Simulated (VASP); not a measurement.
Cu:

```
CELL_PARAMETERS angstrom
0.00000 1.80750 1.80750
1.80750 0.00000 1.80750
1.80750 1.80750 0.00000
ATOMIC_POSITIONS crystal
Cu 0.00000 0.00000 0.00000
```

```yaml
Program: VASP 6.6.1
Task: relaxation of volume and atoms at fixed shape
Functional: LDA
Potentials_or_basis: VASP PAW LDA potentials, release 64 (Cu_sv_GW)
Cutoff: 820 eV
k_mesh: 12 × 12 × 12
Occupations: gaussian, width 0.1 eV
Spin: no spin polarisation
```

At the start: pressure -13.5 GPa; volume 11.81 Å³/atom.

Question: Where does the relaxation end?

Answer: Over 3 steps the energy falls by 42.6 meV/atom and the volume is 10.89 Å³/atom (-7.8 %); space group Fm-3m (No. 225, to 0.1 Å) before and after.

Step by step:
| step | energy change (eV) | largest force (eV/Å) | pressure (GPa) | volume (Å³) |
| --- | --- | --- | --- | --- |
| 1 | 0.0000 | 0.0000 | -13.54 | 11.81 |
| 2 | -0.0111 | 0.0000 | 15.35 | 10.18 |
| 3 | -0.0426 | 0.0000 | -0.23 | 10.89 |

Final structure:
```xyz
1
Lattice="0.0000 1.7592 1.7592 1.7592 0.0000 1.7592 1.7592 1.7592 0.0000" Properties=species:S:1:pos:R:3 pbc="T T T"
Cu    0.0000    0.0000    0.0000
```
